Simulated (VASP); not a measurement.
SnO2, 12 atoms in the cell. It takes space group I4/m (No. 87, tetragonal). The conventional cell has a = 10.650 Å, b = 10.650 Å, c = 3.190 Å, α = 90.00°, β = 90.00°, γ = 90.00°. Within 2.7 Å of Sn (site symmetry m) lie 6 O at 2.05 to 2.10 Å. O (site symmetry m) has 3 Sn at 2.05 to 2.08 Å and 1 O at 2.65 Å within 2.7 Å. O (site symmetry m) has 3 Sn at 2.08 to 2.10 Å and 3 O at 2.65 to 2.69 Å within 2.7 Å. 

```yaml
Program: VASP 6.6.1
Task: single point
Functional: r2SCAN
Potentials_or_basis: VASP PAW PBE potentials, release 64 (Sn_d, O)
Cutoff: 520 eV
k_mesh: 6 × 6 × 6
Occupations: gaussian, width 0.1 eV
Spin: no spin polarisation
Dipole_correction: no
Further_INCAR_settings: ALGO = Normal; EDIFF = 1e-07; NBANDS = 64
```

Potentials or basis: VASP PAW PBE potentials, release 64 (Sn_d, O).

The run is started by

```bash
$ cat potpaw_PBE.64/Sn_d/POTCAR potpaw_PBE.64/O/POTCAR > POTCAR
$ cp INCAR.step1 INCAR
$ mpirun -np 1 vasp_std > vasp.out
$ cp INCAR.step2 INCAR
$ mpirun -np 1 vasp_std > vasp.out
```

Hardware: 1 thread of Oxide Virtual Turin-like Processor, on a shared host.

Q: How long does it take, and how much memory?

A: Wall time 91 min on 1 thread of Oxide Virtual Turin-like Processor (shared host), peak memory 0.68 GiB. Counts: k points 36.
